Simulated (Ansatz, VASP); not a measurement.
# Two plane-wave programs on Si

```
CELL_PARAMETERS angstrom
1.72135 -3.39409 0.00000
1.72135 3.39409 0.00000
0.00000 0.00000 6.00909
ATOMIC_POSITIONS crystal
Si 0.15370 0.84630 0.90613
Si 0.65370 0.34630 0.59387
Si 0.84630 0.15370 0.09387
Si 0.34630 0.65370 0.40613
```

Alike in both runs: functional r2SCAN; k mesh 6 × 6 × 4; occupations gaussian, width 0.1 eV; no spin polarisation.

Ansatz relaxed the structure, and its values are those at the end. VASP's run is a single point on that final structure, the one shown.

|  | VASP | Ansatz |
| --- | --- | --- |
| version | VASP 6.6.1 | Ansatz 0.2.0 |
| potentials or method | VASP PAW PBE potentials, release 64 (Si), cutoff 520 eV | scalar-relativistic, plane waves, PAW |
| valence electrons in the cell | 16 | 16 |

Ansatz gave:

| Quantity | Value |
| --- | --- |
| gap on the k mesh at the Fermi level (eV) | none |
| pressure (GPa) | 0.1 |
| rms of the force components (eV/Å) | 0.018 |

**Question.** Estimate VASP's values.

**Answer.** gap on the k mesh at the Fermi level (eV): none; pressure (GPa): -0.1; rms of the force components (eV/Å): 0.023.

VASP's potentials were made for PBE, not for r2SCAN. A gap of «none» marks a metal or a gap that the smearing closes.
